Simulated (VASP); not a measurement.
# Ti2SeS (P-6m2) in VASP: notebook, part 2 of 2

VASP 6.6.1. Earlier steps stand in the parts before.

## 4. Single point, PBE (volume scaled by 0.94, then relaxed in part)

Input file INCAR:

```
SYSTEM = Ti2SeS
PREC = Accurate
ENCUT = 520
EDIFF = 1E-7
ISMEAR = 0
SIGMA = 0.1
LREAL = .FALSE.
LASPH = .TRUE.
NELM = 60
ALGO = Normal
ISIF = 2
LWAVE = .FALSE.
LCHARG = .FALSE.
GGA = PE
NBANDS = 26
```

Input file KPOINTS:

```
regular mesh
0
G
  12 12 6
  0 0 0
```

Input file POSCAR:

```
Ti2SeS
1.0
    3.2609917469      0.0000000000      0.0000000000
   -1.6304958734      2.8241016943      0.0000000000
    0.0000000000      0.0000000000      6.5434039721
Ti Se S
2 1 1
Direct
    0.0000000000      0.0000000000      0.2381605867
    0.0000000000      0.0000000000      0.7618394133
    0.3333333333      0.6666666667      0.5000000000
    0.3333333333      0.6666666667      0.0000000000
```

Potentials or basis: VASP PAW PBE potentials, release 64 (Ti_sv, Se, S).

The run is started by

```sh
$ cat potpaw_PBE.64/Ti_sv/POTCAR potpaw_PBE.64/Se/POTCAR potpaw_PBE.64/S/POTCAR > POTCAR
$ mpirun -np 1 vasp_std > vasp.out
```

OUTCAR:

```text
SYSTEM = Ti2SeS
   PREC = Accurate
   ENCUT = 520
   EDIFF = 1E-7
   ISMEAR = 0
   LREAL = .FALSE.
   LASPH = .TRUE.
   NELM = 60
   ISIF = 2
   GGA = PE

 ion  position               nearest neighbor table
   1  0.000  0.000  0.238-   4 2.44   4 2.44   4 2.44   3 2.55   3 2.55   3 2.55
   2  0.000  0.000  0.762-   4 2.44   4 2.44   4 2.44   3 2.55   3 2.55   3 2.55
   3  0.333  0.667  0.500-   1 2.55   2 2.55   1 2.55   2 2.55   1 2.55   2 2.55
   4  0.333  0.667  0.000-   1 2.44   2 2.44   1 2.44   2 2.44   1 2.44   2 2.44

  LATTYP: Found a hexagonal cell.
 ALAT       =     3.2609917469
 C/A-ratio  =     2.0065687006

  Lattice vectors:

 A1 = (   3.2609917469,   0.0000000000,   0.0000000000)
 A2 = (  -1.6304958734,   2.8241016943,   0.0000000000)
 A3 = (   0.0000000000,   0.0000000000,   6.5434039721)

Analysis of symmetry for initial positions (statically):
=====================================================================
 Subroutine PRICEL returns:
 Original cell was already a primitive cell.

 Routine SETGRP: Setting up the symmetry group for a
 hexagonal supercell.

 Subroutine GETGRP returns: Found 12 space group operations
 (whereof 12 operations were pure point group operations)
 out of a pool of 24 trial point group operations.

The static configuration has the point symmetry D_3h.

Analysis of symmetry for dynamics (positions and initial velocities):
=====================================================================
 Subroutine PRICEL returns:
 Original cell was already a primitive cell.

 Routine SETGRP: Setting up the symmetry group for a
 hexagonal supercell.

 Subroutine GETGRP returns: Found 12 space group operations
 (whereof 12 operations were pure point group operations)
 out of a pool of 24 trial point group operations.

The dynamic configuration has the point symmetry D_3h.

 Subroutine INISYM returns: Found 12 space group operations
 (whereof 12 operations are pure point group operations),
 and found     1 'primitive' translations
[... 117 lines left out ...]
   IMIX   =      4    mixing-type and parameters
     AMIX     =   0.40;   BMIX     =  1.00
     AMIX_MAG =   1.60;   BMIX_MAG =  1.00
  volume/ion in A,a.u.               =      15.07       101.66
  Fermi-wavevector in a.u.,A,eV,Ry     =   1.378789  2.605533 25.865471  1.901059
  Thomas-Fermi vector in A             =   2.503818
   LORBIT       =      0    0 simple, 1 ext, 2 COOP (PROOUT), +10 PAW based schemes
   GGA     = PE    functional components
   LHFCALC =     F    Hartree Fock is set to
   AEXX    =    0.0000 exact exchange contribution
   IVDW    =     0    specifies the selected vdW correction
   LEPSILON=     F    determine dielectric tensor
   LRPA    =     F    only Hartree local field effects (RPA)
 non-spin polarized calculation
 Gauss-broadening in eV      SIGMA  =   0.10
  energy-cutoff  :      520.00
  volume of cell :       60.26
 maximum number of plane-waves:      1652
   NGX = 13   NGY = 13   NGZ = 25

 number of electron      35.9999986 magnetization

 Free energy of the ion-electron system (eV)
  ---------------------------------------------------
  ext. energy  EPLUGINS =         0.00000000
  ---------------------------------------------------
  free energy    TOTEN  =       -28.38865415 eV

  energy without entropy =      -28.38546643  energy(sigma->0) =      -28.38706029

 E-fermi :   9.8688     XC(G=0): -11.8346

 val. band max:        9.8339096599   @ k =   0.0000   0.0000   0.3333
 cond. band min:       9.8834468149   @ k =   0.0833  -0.0000   0.1667
 fundamental gap:      0.0495371550
 Fermi energy:         9.8688151730

 k-point     1 :       0.0000    0.0000    0.0000
  band No.  band energies     occupation
      1     -47.3401      2.00000
      2     -47.3259      2.00000
      3     -23.8768      2.00000
      4     -23.6903      2.00000
      5     -23.4942      2.00000
      6     -23.4942      2.00000
[... 685 lines left out ...]
     25      12.6253      0.00000
     26      13.7136      0.00000

 [... further k-points ...]

------------------------ aborting loop because EDIFF is reached ----------------------------------------

  FORCE on cell =-STRESS in cart. coord.  units (eV):
  Direction    XX          YY          ZZ          XY          YZ          ZX
  --------------------------------------------------------------------------------------
  -------------------------------------------------------------------------------------
  Total        3.3712703      3.3712703      3.3981255      0.0000000      0.0000000     -0.0000000
  in kB       89.6335087     89.6335087     90.3475186      0.0000000      0.0000000     -0.0000000
  external PRESSURE =      89.8715120 kB  Pullay stress =       0.0000000 kB

 VOLUME and BASIS-vectors are now :
 -----------------------------------------------------------------------------
  energy-cutoff  :      520.00
  volume of cell :       60.26
      direct lattice vectors                 reciprocal lattice vectors
     3.260991747  0.000000000  0.000000000     0.306655177  0.177047449  0.000000000
    -1.630495873  2.824101694  0.000000000     0.000000000  0.354094898  0.000000000
     0.000000000  0.000000000  6.543403972     0.000000000  0.000000000  0.152825655

 POSITION                                       TOTAL-FORCE (eV/Angst)
 -----------------------------------------------------------------------------------
      0.00000      0.00000      1.55838        -0.000000      0.000000      0.000046
      0.00000      0.00000      4.98502        -0.000000      0.000000     -0.000046
     -0.00000      1.88273      3.27170        -0.000000     -0.000000      0.000000
     -0.00000      1.88273      0.00000         0.000000      0.000000      0.000000
 -----------------------------------------------------------------------------------
    total drift:                                0.000000     -0.000000      0.000000

  FREE ENERGIE OF THE ION-ELECTRON SYSTEM (eV)
  ---------------------------------------------------
  free  energy   TOTEN  =       -28.3886541479 eV

  energy  without entropy=      -28.3854664272  energy(sigma->0) =      -28.38706029
```

OSZICAR:

```text
N       E                     dE             d eps       ncg     rms          rms(c)
DAV:   1     0.420286463255E+03    0.42029E+03   -0.17909E+04  3952   0.158E+03
DAV:   2     0.203589502567E+02   -0.39993E+03   -0.38873E+03  4022   0.466E+02
DAV:   3    -0.274405176988E+02   -0.47799E+02   -0.47000E+02  6298   0.141E+02
DAV:   4    -0.314070181305E+02   -0.39665E+01   -0.39534E+01  5594   0.358E+01
DAV:   5    -0.315882295232E+02   -0.18121E+00   -0.18118E+00  5740   0.655E+00    0.176E+01
DAV:   6    -0.284438563235E+02    0.31444E+01   -0.16618E+01  5332   0.370E+01    0.593E+00
DAV:   7    -0.284001063571E+02    0.43750E-01   -0.13512E+00  4928   0.104E+01    0.442E+00
DAV:   8    -0.283925052519E+02    0.76011E-02   -0.21199E-01  5036   0.346E+00    0.120E+00
DAV:   9    -0.283878195726E+02    0.46857E-02   -0.33291E-02  5090   0.165E+00    0.333E-01
DAV:  10    -0.283887535914E+02   -0.93402E-03   -0.31814E-03  5094   0.455E-01    0.221E-01
DAV:  11    -0.283886604599E+02    0.93131E-04   -0.63204E-04  5580   0.186E-01    0.212E-02
DAV:  12    -0.283886575370E+02    0.29229E-05   -0.36737E-05  4756   0.452E-02    0.149E-02
DAV:  13    -0.283886551469E+02    0.23901E-05   -0.19669E-06  5738   0.120E-02    0.105E-02
DAV:  14    -0.283886542222E+02    0.92470E-06   -0.56972E-07  4308   0.581E-03    0.189E-03
DAV:  15    -0.283886541479E+02    0.74343E-07   -0.84253E-08  2208   0.257E-03
   1 F= -.28388654E+02 E0= -.28387060E+02  d E =-.318772E-02
```

stdout:

```text
POSCAR found type information on POSCAR TiSeS
 POSCAR found :  3 types and       4 ions
 scaLAPACK will be used
 LDA part: xc-table for (Slater+PW92), standard interpolation
 POSCAR, INCAR and KPOINTS ok, starting setup
 FFT: planning ... GRIDC
 FFT: planning ... GRID_SOFT
 FFT: planning ... GRID
 WAVECAR not read
 entering main loop
```

It took 37 s on 1 thread of Intel Xeon 6975P-C (Granite Rapids), shared host; peak memory 0.25 GiB.

Results:

| Property | Result |
| --- | --- |
| Free energy | -28.3887 eV |
| Pressure | 9.0 GPa |
| Band gap on the k mesh | zero (band 18 reaches 10.00 eV, above the bottom of band 19 at 9.79 eV) |
